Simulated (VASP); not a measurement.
# Au (Cmcm) in VASP: further runs

Au is run at these levels: PBEsol; tasks: single point.

Program: VASP 6.6.1. These are calculated values, not measurements. Logs are shortened: lines on timing, memory, paths and dates and some standing lists are left out, and cuts for length are marked.

**1. The cell of the first run**

It takes space group Cmcm (No. 63, orthorhombic). The conventional cell has a = 2.823 Å, b = 5.112 Å, c = 4.893 Å, α = 90.00°, β = 90.00°, γ = 90.00°. Within 3.7 Å of Au (site symmetry m2m) lie 12 Au at 2.82 to 2.97 Å.

**2. Single point, PBEsol**

Contents of INCAR:

```
PREC = Accurate
ENCUT = 520
EDIFF = 1E-6
ISMEAR = 0
SIGMA = 0.15
LREAL = False
LASPH = True
NELM = 80
ALGO = Fast
ISIF = 2
LWAVE = False
LCHARG = True
GGA = PS
LELF = True
LVHAR = True
NBANDS = 18
```

Contents of KPOINTS:

```
Automatic mesh
0
Gamma
  20 20 10
```

Contents of POSCAR:

```
Au
1.0
    1.4113099650     -2.5559330250      0.0000000000
    1.4113099650      2.5559330250      0.0000000000
    0.0000000000      0.0000000000      4.8931696100
Au
2
Direct
    0.6653279700      0.3346720300      0.2500000000
    0.3346720300      0.6653279700      0.7500000000
```

Potentials or basis: VASP PAW PBE potentials, release 64 (Au).

The run is started by

```sh
$ cat potpaw_PBE.64/Au/POTCAR > POTCAR
$ mpirun -np 1 vasp_std > vasp.out
```

OUTCAR:

```text
PREC = Accurate
   ENCUT = 520
   EDIFF = 1E-6
   ISMEAR = 0
   LREAL = False
   LASPH = True
   NELM = 80
   ISIF = 2
   GGA = PS

 ion  position               nearest neighbor table
   1  0.665  0.335  0.250-   2 2.95   2 2.95   2 2.95   2 2.95   2 2.97   2 2.97
   2  0.335  0.665  0.750-   1 2.95   1 2.95   1 2.95   1 2.95   1 2.97   1 2.97

  LATTYP: Found a base centered orthorhombic cell.
 ALAT       =     2.8226199300
 B/A-ratio  =     1.8110359088
 C/A-ratio  =     1.7335559627

  Lattice vectors:

 A1 = (   1.4113099650,  -2.5559330250,   0.0000000000)
 A2 = (   1.4113099650,   2.5559330250,   0.0000000000)
 A3 = (   0.0000000000,   0.0000000000,   4.8931696100)

Analysis of symmetry for initial positions (statically):
=====================================================================
 Subroutine PRICEL returns:
 Original cell was already a primitive cell.

 Routine SETGRP: Setting up the symmetry group for a
 base centered orthorhombic supercell.

 Subroutine GETGRP returns: Found  8 space group operations
 (whereof  4 operations were pure point group operations)
 out of a pool of  8 trial point group operations.

The static configuration has the point symmetry C_2h.
 The point group associated with its full space group is D_2h.

Analysis of symmetry for dynamics (positions and initial velocities):
=====================================================================
 Subroutine PRICEL returns:
 Original cell was already a primitive cell.

 Routine SETGRP: Setting up the symmetry group for a
 base centered orthorhombic supercell.

 Subroutine GETGRP returns: Found  8 space group operations
 (whereof  4 operations were pure point group operations)
 out of a pool of  8 trial point group operations.

The dynamic configuration has the point symmetry C_2h.
 The point group associated with its full space group is D_2h.

 Subroutine INISYM returns: Found  8 space group operations
 (whereof  4 operations are pure point group operations),
 and found     1 'primitive' translations

----------------------------------------------------------------------------------------

                                     Primitive cell

  volume of cell :      35.3014

  direct lattice vectors                    reciprocal lattice vectors
     1.411309965 -2.555933025  0.000000000     0.354280783 -0.195623279  0.000000000
     1.411309965  2.555933025  0.000000000     0.354280783  0.195623279  0.000000000
     0.000000000  0.000000000  4.893169610     0.000000000  0.000000000  0.204366511

[... 83 lines left out ...]
   EDIFF  = 0.1E-05   stopping-criterion for ELM
   LREAL  =      F    real-space projection
   EDIFFG = 0.1E-04   stopping-criterion for IOM
   NSW    =      0    number of steps for IOM
   IBRION =     -1    ionic relax: 0-MD 1-quasi-New 2-CG
   NFREE  =      0    steps in history (QN), initial steepest desc. (CG)
   ISIF   =      2    stress and relaxation
   ISYM   =      2    0-nonsym 1-usesym 2-fastsym
   POTIM  = 0.5000    time-step for ionic-motion
   TEBEG  =    0.0;   TEEND  =   0.0 temperature during run
   PSTRESS=    0.0 pullay stress
   NELECT =      22.0000    total number of electrons
   NUPDOWN=      -1.0000    fix difference up-down
   EMIN   =  10.00;   EMAX   =-10.00  energy-range for DOS
   EFERMI =   0.00;   METHOD = LEGACY
   ISMEAR =     0;   SIGMA  =   0.15  broadening in eV -4-tet -1-fermi 0-gaus
   EFERMI_NEDOS =   21; number of points for ismear=-14 and -15
   IALGO  =     68    algorithm
   IMIX   =      4    mixing-type and parameters
     AMIX     =   0.40;   BMIX     =  1.00
     AMIX_MAG =   1.60;   BMIX_MAG =  1.00
  volume/ion in A,a.u.               =      17.65       119.11
  Fermi-wavevector in a.u.,A,eV,Ry     =   1.398358  2.642513 26.604898  1.955405
  Thomas-Fermi vector in A             =   2.521524
   LORBIT       =      0    0 simple, 1 ext, 2 COOP (PROOUT), +10 PAW based schemes
   GGA     = PS    functional components
   LHFCALC =     F    Hartree Fock is set to
   AEXX    =    0.0000 exact exchange contribution
   IVDW    =     0    specifies the selected vdW correction
   LEPSILON=     F    determine dielectric tensor
   LRPA    =     F    only Hartree local field effects (RPA)
 non-spin polarized calculation
 RMM-DIIS sequential band-by-band and
 Gauss-broadening in eV      SIGMA  =   0.15
  energy-cutoff  :      520.00
  volume of cell :       35.30
 maximum number of plane-waves:       968
 NGX is ok and might be reduce to    24
   NGX = 11   NGY = 11   NGZ = 19

 number of electron      21.9999996 magnetization

 Free energy of the ion-electron system (eV)
  ---------------------------------------------------
  ext. energy  EPLUGINS =         0.00000000
  ---------------------------------------------------
  free energy    TOTEN  =        -7.80690938 eV

  energy without entropy =       -7.80024219  energy(sigma->0) =       -7.80357578

 E-fermi :   8.6629     XC(G=0): -12.6755

 val. band max:        8.6562709221   @ k =   0.5000   0.5000   0.2000
 cond. band min:       8.6647369924   @ k =   0.5000   0.4500   0.1000
 fundamental gap:      0.0084660703
 Fermi energy:         8.6629040032

 k-point     1 :       0.0000    0.0000    0.0000
  band No.  band energies     occupation
      1      -0.8537      2.00000
      2       1.5571      2.00000
      3       3.9565      2.00000
      4       4.0137      2.00000
      5       4.3494      2.00000
      6       4.5948      2.00000
[... 481 lines left out ...]
      5       4.4075      2.00000
      6       4.4742      2.00000
[... 10 lines left out ...]
     17      22.6183      0.00000
     18      24.4563      0.00000

 [... further k-points ...]

------------------------ aborting loop because EDIFF is reached ----------------------------------------

  FORCE on cell =-STRESS in cart. coord.  units (eV):
  Direction    XX          YY          ZZ          XY          YZ          ZX
  --------------------------------------------------------------------------------------
  -------------------------------------------------------------------------------------
  Total       -0.9062096     -1.3287383     -1.3711723      0.0000000     -0.0000000      0.0000000
  in kB      -41.1289014    -60.3056368    -62.2315269      0.0000000     -0.0000000      0.0000000
  external PRESSURE =     -54.5553550 kB  Pullay stress =       0.0000000 kB

 VOLUME and BASIS-vectors are now :
 -----------------------------------------------------------------------------
  energy-cutoff  :      520.00
  volume of cell :       35.30
      direct lattice vectors                 reciprocal lattice vectors
     1.411309965 -2.555933025  0.000000000     0.354280783 -0.195623279  0.000000000
     1.411309965  2.555933025  0.000000000     0.354280783  0.195623279  0.000000000
     0.000000000  0.000000000  4.893169610     0.000000000  0.000000000  0.204366511

 POSITION                                       TOTAL-FORCE (eV/Angst)
 -----------------------------------------------------------------------------------
      1.41131     -0.84513      1.22329         0.000000      0.011329     -0.000000
      1.41131      0.84513      3.66988         0.000000     -0.011329      0.000000
 -----------------------------------------------------------------------------------
    total drift:                                0.000000      0.000000     -0.000000

  FREE ENERGIE OF THE ION-ELECTRON SYSTEM (eV)
  ---------------------------------------------------
  free  energy   TOTEN  =        -7.8069093754 eV

  energy  without entropy=       -7.8002421867  energy(sigma->0) =       -7.80357578
```

OSZICAR:

```text
N       E                     dE             d eps       ncg     rms          rms(c)
DAV:   1     0.121535216125E+03    0.12154E+03   -0.11670E+04 24000   0.118E+03
DAV:   2    -0.638315788316E+01   -0.12792E+03   -0.12206E+03 25428   0.259E+02
DAV:   3    -0.847970861301E+01   -0.20966E+01   -0.20838E+01 27994   0.334E+01
DAV:   4    -0.848884558157E+01   -0.91370E-02   -0.91358E-02 26364   0.232E+00
DAV:   5    -0.848892748985E+01   -0.81908E-04   -0.81908E-04 26538   0.235E-01    0.122E+01
RMM:   6    -0.784980612846E+01    0.63912E+00   -0.11511E+00 23980   0.796E+00    0.764E+00
RMM:   7    -0.781229776169E+01    0.37508E-01   -0.12985E-01 24636   0.285E+00    0.354E+00
RMM:   8    -0.780703146451E+01    0.52663E-02   -0.15201E-02 24972   0.946E-01    0.569E-01
RMM:   9    -0.780690828863E+01    0.12318E-03   -0.12026E-03 26428   0.262E-01    0.165E-01
RMM:  10    -0.780691532086E+01   -0.70322E-05   -0.17024E-04 26530   0.876E-02    0.143E-01
RMM:  11    -0.780690922116E+01    0.60997E-05   -0.30464E-05 26197   0.385E-02    0.163E-02
RMM:  12    -0.780690937538E+01   -0.15422E-06   -0.42655E-06 21451   0.135E-02
   1 F= -.78069094E+01 E0= -.78035758E+01  d E =-.666719E-02
```

stdout:

```text
POSCAR found type information on POSCAR Au
 POSCAR found :  1 types and       2 ions
 scaLAPACK will be used
 -----------------------------------------------------------------------------
|                                                                             |
|                                                                             |
|     You enforced a specific xc type in the INCAR file but a different       |
|     I HOPE YOU KNOW WHAT YOU ARE DOING!                                     |
|                                                                             |
 -----------------------------------------------------------------------------

 LDA part: xc-table for (Slater+PW92), standard interpolation
 POSCAR, INCAR and KPOINTS ok, starting setup
 FFT: planning ... GRIDC
 FFT: planning ... GRID_SOFT
 FFT: planning ... GRID
 WAVECAR not read
 entering main loop
```

Run time: 1.9 min. Hardware: 1 thread of Intel Xeon 6975P-C (Granite Rapids), shared host; peak memory 0.43 GiB.

What came out:

- Free energy: -7.8069 eV
- Pressure: -5.5 GPa
- Largest force: 0.011 eV/Å
- Band gap on the k mesh: zero (band 11 reaches 12.59 eV, above the bottom of band 12 at 6.18 eV)

Forces in eV/Å, atoms in the order of the input:
```
Au   0.000  0.011  0.000
Au   0.000 -0.011  0.000
```

Caveat: the PAW data sets were made with another functional, which shifts forces and pressure a little; spin-orbit coupling is left out, which moves the levels of the heavy elements.

**3. Single point, PBEsol**

Contents of INCAR:

```
PREC = Accurate ; ENCUT = 520
EDIFF = 1E-6 ; ISMEAR = 0
SIGMA = 0.15 ; LREAL = False
LASPH = True ; NELM = 80
ALGO = Fast ; ISIF = 2
LWAVE = False ; LCHARG = False
GGA = PS ; NBANDS = 18
```

Contents of KPOINTS:

```
Automatic mesh
0
Gamma
  22 22 12
```

POSCAR is that of step 2.

Potentials or basis: VASP PAW PBE potentials, release 64 (Au).

The run is started by

```sh
$ cat potpaw_PBE.64/Au/POTCAR > POTCAR
$ mpirun -np 1 vasp_std > vasp.out
```

Wall time 2.5 min (1 thread of Intel Xeon 6975P-C (Granite Rapids), shared host); peak memory 0.54 GiB.

Results (log left out):

```yaml
Free_energy: -7.8074 eV
Pressure: -5.4 GPa
Largest_force: 0.011 eV/Å
Band_gap_on_the_k_mesh: zero (band 11 reaches 12.84 eV, above the bottom of band 12 at 6.19 eV)
```

Forces in eV/Å, atoms in the order of the input:
```
Au   0.000  0.011  0.000
Au   0.000 -0.011  0.000
```

Stress tensor (GPa, compression positive):
```
-4.00  0.00  0.00
 0.00 -6.22  0.00
 0.00  0.00 -6.11
```

Levels at points of the mesh, in eV from the Fermi level:
| k point | band 7 | band 8 | band 9 | band 10 | band 11 | band 12 | band 13 | band 14 | band 15 | band 16 |
| --- | --- | --- | --- | --- | --- | --- | --- | --- | --- | --- |
| (0.00, 0.00, 0.00) | -3.81 | -3.43 | -3.26 | -2.13 | -2.06 | -1.07 | 2.42 | 14.56 | 15.53 | 16.72 |
| (0.50, 0.00, 0.00) | -3.46 | -1.93 | -1.75 | -1.60 | 0.52 | 1.75 | 5.74 | 7.24 | 7.24 | 9.96 |
| (0.50, 0.50, 0.00) | -3.60 | -1.84 | -1.83 | -1.65 | 0.24 | 1.27 | 5.35 | 6.76 | 6.90 | 11.08 |
| (0.00, 0.00, 0.50) | -4.12 | -4.12 | -2.60 | -2.60 | -2.45 | -2.45 | 10.19 | 10.19 | 14.89 | 14.89 |
| (0.50, 0.00, 0.50) | -2.33 | -2.33 | -1.64 | -1.64 | 0.67 | 0.67 | 4.03 | 4.03 | 13.06 | 13.06 |
| (0.50, 0.50, 0.50) | -2.32 | -2.32 | -1.72 | -1.72 | 0.29 | 0.29 | 3.48 | 3.48 | 12.64 | 12.64 |

Caveat: the PAW data sets were made with another functional, which shifts forces and pressure a little; spin-orbit coupling is left out, which moves the levels of the heavy elements.
